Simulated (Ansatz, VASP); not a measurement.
# P: VASP beside Ansatz

```
P
1.0
     4.62749    0.00000    0.00000
     0.00000    3.29186    0.00000
     0.00000    0.00000   27.81958
P
4
Cartesian
  0.4222 0.0000 10.5418
  1.8915 1.6459 10.5418
  2.7360 1.6459 8.4582
  4.2053 0.0000 8.4582
```

Alike in both runs: task single point; functional PBE; k mesh 6 × 8 × 1; occupations fermi-dirac, width 0.02 eV; no spin polarisation.

|  | VASP | Ansatz |
| --- | --- | --- |
| version | VASP 6.6.1 | Ansatz 0.2.0 |
| potentials or method | VASP PAW PBE potentials, release 64 (P) | plane waves, PAW |
| plane-wave cutoff (eV) | 520 | 420 |
| valence electrons in the cell | 20 | 20 |

Ansatz gave:

```
gap on the k mesh at the Fermi level (eV) : 0.91
rms of the force components (eV/Å)        : 0.149
```

Q: Estimate VASP's values.

A: gap on the k mesh at the Fermi level (eV): 0.93; rms of the force components (eV/Å): 0.121.

Atom by atom the forces differ by 0.029 eV/Å (rms over components).
